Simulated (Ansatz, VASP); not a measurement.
# BiTe in VASP and in Ansatz

The input INCAR:

```
SYSTEM = BiTe
ALGO = Normal ; EDIFF = 1E-6
ENCUT = 520 ; GGA = PE
ISIF = 2 ; ISMEAR = 0
LASPH = .TRUE. ; LCHARG = .TRUE.
LELF = .TRUE. ; LREAL = .FALSE.
LVHAR = .TRUE. ; LWAVE = .FALSE.
NBANDS = 18 ; NELM = 100
PREC = Accurate ; SIGMA = 0.15
```

File KPOINTS:

```
k-points
0
G
  12 12 12
  0 0 0
```

POSCAR

```
BiTe
1.0
    2.3621400785      1.3637822102      3.1514273568
   -2.3621400785      1.3637822102      3.1514273568
    0.0000000000     -2.7275644204      3.1514273568
Bi Te
1 1
Direct
    0.5000000000      0.5000000000      0.5000000000
    0.0000000000      0.0000000000      0.0000000000
```

Input for Ansatz:

```yaml
crystal:
  lattice:
    - [2.3621400785, 1.3637822102, 3.1514273568]
    - [-2.3621400785, 1.3637822102, 3.1514273568]
    - [0.0, -2.7275644204, 3.1514273568]
  atoms:
    - { symbol: Bi, position: [0.5, 0.5, 0.5] }
    - { symbol: Te, position: [0.0, 0.0, 0.0] }
basis:
  ecutwfc: 420
kpoints:
  mp_grid: { grid: [12, 12, 12] }
hamiltonian:
  xc: pbe
scf:
  occupations: { method: gaussian, width: 0.15 }
output:
  forces: true
  stress: true
  eigenvalues: true
```

Change from the starting cell: strain -0.025 along x and y, -0.050 along z, atoms carried along.

Alike in both runs: task single point; functional PBE; k mesh 12 × 12 × 12; occupations gaussian, width 0.15 eV; no spin polarisation.

```csv
,VASP,Ansatz
version,VASP 6.6.1,Ansatz 0.2.0
potentials or method,"VASP PAW PBE potentials, release 64 (Bi_d, Te), cutoff 520 eV","scalar-relativistic, plane waves, PAW"
valence electrons in the cell,21,31
```

|  | VASP | Ansatz | Ansatz less VASP |
| --- | --- | --- | --- |
| gap on the k mesh at the Fermi level (eV) | none | none | - |
| pressure (GPa) | 5.8 | 5.8 | +0.05 |
| traceless stress, the component that is largest in VASP (GPa) | -0.89 | -0.89 | -0.001 |

A gap of «none» marks a metal or a gap that the smearing closes. VASP's potentials hold 21 valence electrons a cell and Ansatz's 31, so a difference there can come from the potentials and not from the codes.

Spin-orbit coupling is off throughout.
